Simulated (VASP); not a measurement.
# HfN (R3m) in VASP: further runs, part 2 of 2

VASP 6.6.1. Earlier steps stand in the parts before.

### 3 Single point, PBEsol

INCAR reads:

```
PREC     = Accurate       # precision mode
ENCUT    = 520            # plane-wave cutoff, eV
EDIFF    = 1E-6           # SCF threshold, eV
ISMEAR   = 0              # smearing method
SIGMA    = 0.15           # smearing width, eV
LREAL    = F              # projectors in reciprocal space
LASPH    = T              # aspherical terms in the spheres
NELM     = 100            # most SCF steps
ALGO     = Normal         # electronic algorithm
ISIF     = 2              # what is computed and relaxed
LWAVE    = F              # write WAVECAR
LCHARG   = F              # write CHGCAR
GGA      = PS             # functional
NBANDS   = 14             # bands
```

KPOINTS reads:

```
Automatic mesh
0
Gamma
  16 16 16
```

POSCAR reads:

```
HfN
1.0
    0.0000000000      2.4548220000      2.4548220000
    2.4548220000      0.0000000000      2.4548220000
    2.4548220000      2.4548220000      0.0000000000
Hf N
1 1
Direct
    0.0000000000      0.0000000000      0.0000000000
    0.6706232811      0.7764589063      0.7764589063
```

Potentials or basis: VASP PAW PBE potentials, release 64 (Hf_pv, N).

Launch:

```
$ cat potpaw_PBE.64/Hf_pv/POTCAR potpaw_PBE.64/N/POTCAR > POTCAR
$ mpirun -np 1 vasp_std > vasp.out
```

OUTCAR:

```text
PREC = Accurate
   ENCUT = 520
   EDIFF = 1E-6
   ISMEAR = 0
   LREAL = F
   LASPH = T
   NELM = 100
   ISIF = 2
   GGA = PS

 ion  position               nearest neighbor table
   1  0.000  0.000  0.000-   2 1.90   2 2.21   2 2.21   2 2.21
   2  0.671  0.776  0.776-   1 1.90   1 2.21   1 2.21   1 2.21

  LATTYP: Found a face centered cubic cell.
 ALAT       =     4.9096440000

  Lattice vectors:

 A1 = (   0.0000000000,   2.4548220000,   2.4548220000)
 A2 = (   2.4548220000,   0.0000000000,   2.4548220000)
 A3 = (   2.4548220000,   2.4548220000,   0.0000000000)

Analysis of symmetry for initial positions (statically):
=====================================================================
 Subroutine PRICEL returns:
 Original cell was already a primitive cell.

 Routine SETGRP: Setting up the symmetry group for a
 face centered cubic supercell.

 Subroutine GETGRP returns: Found  6 space group operations
 (whereof  6 operations were pure point group operations)
 out of a pool of 48 trial point group operations.

The static configuration has the point symmetry C_3v.

Analysis of symmetry for dynamics (positions and initial velocities):
[... 169 lines left out ...]
      1     -25.5185      2.00000
      2     -25.4084      2.00000
      3     -25.4084      2.00000
      4     -10.4897      2.00000
      5      -0.0881      2.00000
      6       0.2825      2.00000
      7       0.2825      2.00000
      8       4.8020      2.00000
      9       7.7251      0.00000
     10       7.7251      0.00000
     11      11.7110      0.00000
     12      11.7110      0.00000
     13      13.8869      0.00000
     14      17.9998      0.00000
[... 377 lines left out ...]
      1     -25.5557      2.00000
      2     -25.5121      2.00000
      3     -25.4315      2.00000
      4     -10.1793      2.00000
      5      -0.3172      2.00000
      6       0.1855      2.00000
      7       0.3880      2.00000
      8       6.0123      0.00000
      9       7.3615      0.00000
     10       7.9159      0.00000
     11      11.3473      0.00000
     12      12.1655      0.00000
     13      13.8190      0.00000
     14      16.2726      0.00000

 [... further k-points ...]
[... 5 lines left out ...]
  --------------------------------------------------------------------------------------
  -------------------------------------------------------------------------------------
  Total        0.1334911      0.1334911      0.1334911     -1.9595917      1.9595917     -1.9595917
  in kB        7.2289087      7.2289087      7.2289087   -106.1172904    106.1172904   -106.1172904
  external PRESSURE =       7.2289087 kB  Pullay stress =       0.0000000 kB

 VOLUME and BASIS-vectors are now :
 -----------------------------------------------------------------------------
  energy-cutoff  :      520.00
  volume of cell :       29.59
      direct lattice vectors                 reciprocal lattice vectors
     0.000000000  2.454822000  2.454822000    -0.203680756  0.203680756  0.203680756
     2.454822000  0.000000000  2.454822000     0.203680756 -0.203680756  0.203680756
     2.454822000  2.454822000  0.000000000     0.203680756  0.203680756 -0.203680756

 POSITION                                       TOTAL-FORCE (eV/Angst)
 -----------------------------------------------------------------------------------
      0.00000      0.00000      0.00000         2.256735     -2.256735     -2.256735
      3.81214      3.55233      3.55233        -2.256735      2.256735      2.256735
 -----------------------------------------------------------------------------------
    total drift:                               -0.000149      0.000149      0.000149

  FREE ENERGIE OF THE ION-ELECTRON SYSTEM (eV)
  ---------------------------------------------------
  free  energy   TOTEN  =       -21.8739096173 eV

  energy  without entropy=      -21.8652162413  energy(sigma->0) =      -21.86956293
```

OSZICAR:

```text
N       E                     dE             d eps       ncg     rms          rms(c)
DAV:   1     0.414654244000E+02    0.41465E+02   -0.77004E+03 11676   0.975E+02
DAV:   2    -0.228321169633E+02   -0.64298E+02   -0.60106E+02 15910   0.233E+02
DAV:   3    -0.253354119630E+02   -0.25033E+01   -0.24937E+01 13344   0.382E+01
DAV:   4    -0.253493879163E+02   -0.13976E-01   -0.13975E-01 13974   0.340E+00
DAV:   5    -0.253495308656E+02   -0.14295E-03   -0.14295E-03 13458   0.303E-01    0.590E+01
DAV:   6    -0.220342894918E+02    0.33152E+01   -0.12141E+01 13026   0.246E+01    0.409E+01
DAV:   7    -0.219059372698E+02    0.12835E+00   -0.76208E-01 12144   0.758E+00    0.251E+01
DAV:   8    -0.218812398804E+02    0.24697E-01   -0.10901E-01 14208   0.297E+00    0.605E+00
DAV:   9    -0.218741280622E+02    0.71118E-02   -0.19503E-02 12954   0.106E+00    0.176E+00
DAV:  10    -0.218739338424E+02    0.19422E-03   -0.14591E-03 14538   0.352E-01    0.186E-01
DAV:  11    -0.218739090376E+02    0.24805E-04   -0.12536E-04 13008   0.105E-01    0.439E-02
DAV:  12    -0.218739096173E+02   -0.57967E-06   -0.63222E-06 15516   0.204E-02
   1 F= -.21873910E+02 E0= -.21869563E+02  d E =-.869338E-02
```

stdout:

```text
POSCAR found type information on POSCAR HfN
 POSCAR found :  2 types and       2 ions
 scaLAPACK will be used
 -----------------------------------------------------------------------------
|                                                                             |
|                                                                             |
|     You enforced a specific xc type in the INCAR file but a different       |
|     I HOPE YOU KNOW WHAT YOU ARE DOING!                                     |
|                                                                             |
 -----------------------------------------------------------------------------

 LDA part: xc-table for (Slater+PW92), standard interpolation
 POSCAR, INCAR and KPOINTS ok, starting setup
 FFT: planning ... GRIDC
 FFT: planning ... GRID_SOFT
 FFT: planning ... GRID
 WAVECAR not read
 entering main loop
```

Run time: 2 min. Hardware: 1 thread of Intel Xeon Platinum 8124M at 3.00GHz (Skylake/Cascade Lake), shared host; peak memory 0.31 GiB.

What came out:

```yaml
Free_energy: -21.8739 eV
Pressure: 0.7 GPa
Largest_force: 3.909 eV/Å
```

Forces on the atoms (eV/Å):
```
Hf   2.257 -2.257 -2.257
N   -2.257  2.257  2.257
```

Levels at points of the mesh, in eV from the Fermi level:
```tsv
k point	band 4	band 5	band 6	band 7	band 8	band 9	band 10	band 11
(0.00, 0.00, 0.00)	-16.01	-5.61	-5.24	-5.24	-0.72	2.21	2.21	6.19
(0.50, 0.00, 0.00)	-14.48	-5.50	-4.22	-4.22	0.04	2.72	2.72	4.02
(0.00, 0.50, 0.00)	-14.97	-5.69	-5.22	-4.67	1.77	2.30	3.52	4.18
(0.50, 0.50, 0.00)	-14.46	-6.84	-3.77	-3.32	-1.18	2.54	4.00	4.54
```

Caveat: the cell differs from its parent crystal (all N atoms moved +0.225 Å, as atom 2 towards its neighbour atom 1 (Hf) at 2.126 Å); the PAW data sets were made with another functional, which shifts forces and pressure a little; spin-orbit coupling is left out, which moves the levels of the heavy elements.

### 4 Single point, PBEsol

INCAR reads:

```
SYSTEM = HfN
PREC = Accurate ; ENCUT = 520
EDIFF = 1E-6 ; ISMEAR = 0
SIGMA = 0.15 ; LREAL = .FALSE.
LASPH = .TRUE. ; NELM = 60
ALGO = Normal ; ISIF = 2
LWAVE = .FALSE. ; LCHARG = .FALSE.
GGA = PS ; NBANDS = 14
```

KPOINTS reads:

```
Automatic mesh
0
G
  16 16 16
  0 0 0
```

POSCAR: that of step 3 with these lines changed.

```diff
@@ -9,2 +9,2 @@
     0.0000000000      0.0000000000      0.0000000000
-    0.6706232811      0.7764589063      0.7764589063
+    0.6441643748      0.7852785417      0.7852785417
```

Potentials or basis: VASP PAW PBE potentials, release 64 (Hf_pv, N).

Launch:

```
$ cat potpaw_PBE.64/Hf_pv/POTCAR potpaw_PBE.64/N/POTCAR > POTCAR
$ mpirun -np 1 vasp_std > vasp.out
```

OUTCAR:

```text
SYSTEM = HfN
   PREC = Accurate
   ENCUT = 520
   EDIFF = 1E-6
   ISMEAR = 0
   LREAL = .FALSE.
   LASPH = .TRUE.
   NELM = 60
   ISIF = 2
   GGA = PS

 ion  position               nearest neighbor table
   1  0.000  0.000  0.000-   2 1.83   2 2.24   2 2.24   2 2.24
   2  0.644  0.785  0.785-   1 1.83   1 2.24   1 2.24   1 2.24

  LATTYP: Found a face centered cubic cell.
 ALAT       =     4.9096440000

  Lattice vectors:

 A1 = (   0.0000000000,   2.4548220000,   2.4548220000)
 A2 = (   2.4548220000,   0.0000000000,   2.4548220000)
 A3 = (   2.4548220000,   2.4548220000,   0.0000000000)

Analysis of symmetry for initial positions (statically):
=====================================================================
 Subroutine PRICEL returns:
 Original cell was already a primitive cell.

 Routine SETGRP: Setting up the symmetry group for a
 face centered cubic supercell.

 Subroutine GETGRP returns: Found  6 space group operations
 (whereof  6 operations were pure point group operations)
 out of a pool of 48 trial point group operations.

The static configuration has the point symmetry C_3v.

Analysis of symmetry for dynamics (positions and initial velocities):
=====================================================================
 Subroutine PRICEL returns:
 Original cell was already a primitive cell.

 Routine SETGRP: Setting up the symmetry group for a
 face centered cubic supercell.

 Subroutine GETGRP returns: Found  6 space group operations
 (whereof  6 operations were pure point group operations)
 out of a pool of 48 trial point group operations.

The dynamic configuration has the point symmetry C_3v.

 Subroutine INISYM returns: Found  6 space group operations
 (whereof  6 operations are pure point group operations),
 and found     1 'primitive' translations

----------------------------------------------------------------------------------------

                                     Primitive cell

  volume of cell :      29.5863

[... 113 lines left out ...]
   GGA     = PS    functional components
   LHFCALC =     F    Hartree Fock is set to
   AEXX    =    0.0000 exact exchange contribution
   IVDW    =     0    specifies the selected vdW correction
   LEPSILON=     F    determine dielectric tensor
   LRPA    =     F    only Hartree local field effects (RPA)
 non-spin polarized calculation
 Gauss-broadening in eV      SIGMA  =   0.15
  energy-cutoff  :      520.00
  volume of cell :       29.59
 maximum number of plane-waves:       821
 NGX is ok and might be reduce to    28
   NGX = 13   NGY = 13   NGZ = 13

 number of electron      15.0000001 magnetization

 Free energy of the ion-electron system (eV)
  ---------------------------------------------------
  ext. energy  EPLUGINS =         0.00000000
  ---------------------------------------------------
  free energy    TOTEN  =       -21.49894586 eV

  energy without entropy =      -21.49066051  energy(sigma->0) =      -21.49480319

 E-fermi :   5.4587     XC(G=0): -11.3703

 val. band max:        5.4534941355   @ k =   0.4375   0.2500   0.1250
 cond. band min:       5.4599922880   @ k =   0.0000   0.1250   0.0000
 fundamental gap:      0.0064981525
 Fermi energy:         5.4587287819

 k-point     1 :       0.0000    0.0000    0.0000
  band No.  band energies     occupation
      1     -25.5882      2.00000
      2     -25.3698      2.00000
      3     -25.3698      2.00000
      4     -10.4656      2.00000
      5      -0.1133      2.00000
      6       0.2779      2.00000
      7       0.2779      2.00000
      8       4.7713      2.00000
      9       7.6601      0.00000
     10       7.6601      0.00000
     11      11.7141      0.00000
     12      11.7141      0.00000
     13      14.4918      0.00000
     14      17.8645      0.00000
[... 377 lines left out ...]
      1     -25.6194      2.00000
      2     -25.4784      2.00000
      3     -25.3925      2.00000
      4     -10.1593      2.00000
      5      -0.3272      2.00000
      6       0.1754      2.00000
      7       0.3438      2.00000
      8       5.8573      0.00017
      9       7.4400      0.00000
     10       7.9292      0.00000
     11      11.3459      0.00000
     12      12.1898      0.00000
     13      14.2668      0.00000
     14      16.4315      0.00000

 [... further k-points ...]
[... 5 lines left out ...]
  --------------------------------------------------------------------------------------
  -------------------------------------------------------------------------------------
  Total        1.2517037      1.2517037      1.2517037     -3.1440030      3.1440030     -3.1440030
  in kB       67.7832075     67.7832075     67.7832075   -170.2564297    170.2564297   -170.2564297
  external PRESSURE =      67.7832075 kB  Pullay stress =       0.0000000 kB

 VOLUME and BASIS-vectors are now :
 -----------------------------------------------------------------------------
  energy-cutoff  :      520.00
  volume of cell :       29.59
      direct lattice vectors                 reciprocal lattice vectors
     0.000000000  2.454822000  2.454822000    -0.203680756  0.203680756  0.203680756
     2.454822000  0.000000000  2.454822000     0.203680756 -0.203680756  0.203680756
     2.454822000  2.454822000  0.000000000     0.203680756  0.203680756 -0.203680756

 POSITION                                       TOTAL-FORCE (eV/Angst)
 -----------------------------------------------------------------------------------
      0.00000      0.00000      0.00000         3.596703     -3.596703     -3.596703
      3.85544      3.50903      3.50903        -3.596703      3.596703      3.596703
 -----------------------------------------------------------------------------------
    total drift:                                0.000000     -0.000000     -0.000000

  FREE ENERGIE OF THE ION-ELECTRON SYSTEM (eV)
  ---------------------------------------------------
  free  energy   TOTEN  =       -21.4989458597 eV

  energy  without entropy=      -21.4906605146  energy(sigma->0) =      -21.49480319
```

stdout:

```text
POSCAR found type information on POSCAR HfN
 POSCAR found :  2 types and       2 ions
 scaLAPACK will be used
 -----------------------------------------------------------------------------
|                                                                             |
|                                                                             |
|     You enforced a specific xc type in the INCAR file but a different       |
|     I HOPE YOU KNOW WHAT YOU ARE DOING!                                     |
|                                                                             |
 -----------------------------------------------------------------------------

 LDA part: xc-table for (Slater+PW92), standard interpolation
 POSCAR, INCAR and KPOINTS ok, starting setup
 FFT: planning ... GRIDC
 FFT: planning ... GRID_SOFT
 FFT: planning ... GRID
 WAVECAR not read
 entering main loop
```

Wall time 2 min (1 thread of Intel Xeon Platinum 8124M at 3.00GHz (Skylake/Cascade Lake), shared host); peak memory 0.31 GiB.

What came out:

* Free energy: -21.4989 eV
* Pressure: 6.8 GPa
* Largest force: 6.230 eV/Å

Forces on the atoms (eV/Å):
```
Hf   3.597 -3.597 -3.597
N   -3.597  3.597  3.597
```

Caveat: the cell differs from its parent crystal (all N atoms moved +0.300 Å, as atom 2 towards its neighbour atom 1 (Hf) at 2.126 Å); the PAW data sets were made with another functional, which shifts forces and pressure a little; spin-orbit coupling is left out, which moves the levels of the heavy elements.

### 5 Single point, PBEsol

INCAR reads:

```
SYSTEM = HfN
PREC     = Accurate       ! precision mode
ENCUT    = 520            ! plane-wave cutoff, eV
EDIFF    = 1E-6           ! SCF threshold, eV
ISMEAR   = 0              ! smearing method
SIGMA    = 0.15           ! smearing width, eV
LREAL    = .False.        ! projectors in reciprocal space
LASPH    = .True.         ! aspherical terms in the spheres
NELM     = 60             ! most SCF steps
ALGO     = Normal         ! electronic algorithm
ISIF     = 2              ! what is computed and relaxed
LWAVE    = .False.        ! write WAVECAR
LCHARG   = .True.         ! write CHGCAR
GGA      = PS             ! functional
LELF     = .True.         ! ELF
LVHAR    = .True.       
NBANDS   = 14             ! bands
```

KPOINTS reads:

```
regular mesh
0
Gamma
  16 16 16
  0 0 0
```

POSCAR: that of step 4 with these lines changed.

```diff
@@ -9,2 +9,2 @@
     0.0000000000      0.0000000000      0.0000000000
-    0.6441643748      0.7852785417      0.7852785417
+    0.8293767189      0.7235410937      0.7235410937
```

Launch:

```
$ cat potpaw_PBE.64/Hf_pv/POTCAR potpaw_PBE.64/N/POTCAR > POTCAR
$ mpirun -np 1 vasp_std > vasp.out
```

Run time: 2.1 min. Hardware: 1 thread of Intel Xeon Platinum 8124M at 3.00GHz (Skylake/Cascade Lake), shared host; peak memory 0.31 GiB.

The run converged. Its results:

| Item | Value |
| --- | --- |
| Free energy | -22.0267 eV |
| Pressure | -1.9 GPa |
| Largest force | 1.773 eV/Å |

Forces on the atoms (eV/Å):
```
Hf  -1.024  1.024  1.024
N    1.024 -1.024 -1.024
```

Stress tensor (GPa, compression positive):
```
-1.90  4.93  4.93
 4.93 -1.90 -4.93
 4.93 -4.93 -1.90
```

Levels at points of the mesh, in eV from the Fermi level:
| k point | band 3 | band 4 | band 5 | band 6 | band 7 | band 8 | band 9 | band 10 | band 11 | band 12 |
| --- | --- | --- | --- | --- | --- | --- | --- | --- | --- | --- |
| (0.00, 0.00, 0.00) | -30.96 | -16.04 | -5.57 | -5.57 | -4.83 | -0.79 | 2.23 | 2.23 | 5.23 | 7.69 |
| (0.50, 0.00, 0.00) | -31.03 | -15.23 | -5.56 | -5.32 | -5.32 | 2.50 | 3.00 | 3.00 | 4.49 | 6.73 |
| (0.00, 0.50, 0.00) | -31.02 | -14.77 | -5.70 | -4.82 | -4.28 | 1.25 | 1.80 | 3.29 | 3.88 | 5.12 |
| (0.50, 0.50, 0.00) | -31.12 | -14.50 | -6.81 | -3.63 | -3.59 | -0.93 | 2.32 | 4.05 | 4.65 | 4.88 |

Caveat: the cell differs from its parent crystal (all N atoms moved -0.225 Å, as atom 2 towards its neighbour atom 1 (Hf) at 2.126 Å); the PAW data sets were made with another functional, which shifts forces and pressure a little; spin-orbit coupling is left out, which moves the levels of the heavy elements.

### 6 Single point, PBEsol

INCAR reads:

```
SYSTEM = HfN
PREC = Accurate ; ENCUT = 520
EDIFF = 1E-7 ; ISMEAR = 0
SIGMA = 0.15 ; LREAL = .FALSE.
LASPH = .TRUE. ; NELM = 60
ALGO = Normal ; ISIF = 2
LWAVE = .FALSE. ; LCHARG = .FALSE.
GGA = PS ; NBANDS = 14
```

KPOINTS reads:

```
regular mesh
0
G
  16 16 16
  0 0 0
```

POSCAR: that of step 5 with these lines changed.

```diff
@@ -9,2 +9,2 @@
     0.0000000000      0.0000000000      0.0000000000
-    0.8293767189      0.7235410937      0.7235410937
+    0.6573938279      0.7808687240      0.7808687240
```

Potentials or basis: VASP PAW PBE potentials, release 64 (Hf_pv, N).

Launch:

```
$ cat potpaw_PBE.64/Hf_pv/POTCAR potpaw_PBE.64/N/POTCAR > POTCAR
$ mpirun -np 1 vasp_std > vasp.out
```

It took 2.2 min on 1 thread of Intel Xeon Platinum 8124M at 3.00GHz (Skylake/Cascade Lake), shared host; peak memory 0.31 GiB.

It converged, with:

- Free energy: -21.7082 eV
- Pressure: 3.4 GPa
- Largest force: 4.966 eV/Å

Forces on the atoms (eV/Å):
```
Hf   2.867 -2.867 -2.867
N   -2.867  2.867  2.867
```

Stress tensor (GPa, compression positive):
```
  3.44 -13.56 -13.56
-13.56   3.44  13.56
-13.56  13.56   3.44
```

Levels at points of the mesh, in eV from the Fermi level:
| k point | band 4 | band 5 | band 6 | band 7 | band 8 | band 9 | band 10 | band 11 | band 12 | band 13 |
| --- | --- | --- | --- | --- | --- | --- | --- | --- | --- | --- |
| (0.00, 0.00, 0.00) | -15.97 | -5.59 | -5.20 | -5.20 | -0.70 | 2.21 | 2.21 | 6.22 | 6.22 | 8.70 |
| (0.50, 0.00, 0.00) | -14.35 | -5.41 | -4.11 | -4.11 | -0.22 | 2.73 | 2.73 | 3.88 | 3.88 | 4.38 |
| (0.00, 0.50, 0.00) | -14.93 | -5.67 | -5.26 | -4.62 | 1.65 | 2.45 | 3.64 | 4.20 | 6.10 | 6.30 |
| (0.50, 0.50, 0.00) | -14.39 | -6.81 | -3.78 | -3.26 | -1.20 | 2.69 | 4.00 | 4.55 | 5.12 | 9.53 |

Caveat: the cell differs from its parent crystal (all N atoms moved +0.263 Å, as atom 2 towards its neighbour atom 1 (Hf) at 2.126 Å); the PAW data sets were made with another functional, which shifts forces and pressure a little; spin-orbit coupling is left out, which moves the levels of the heavy elements.
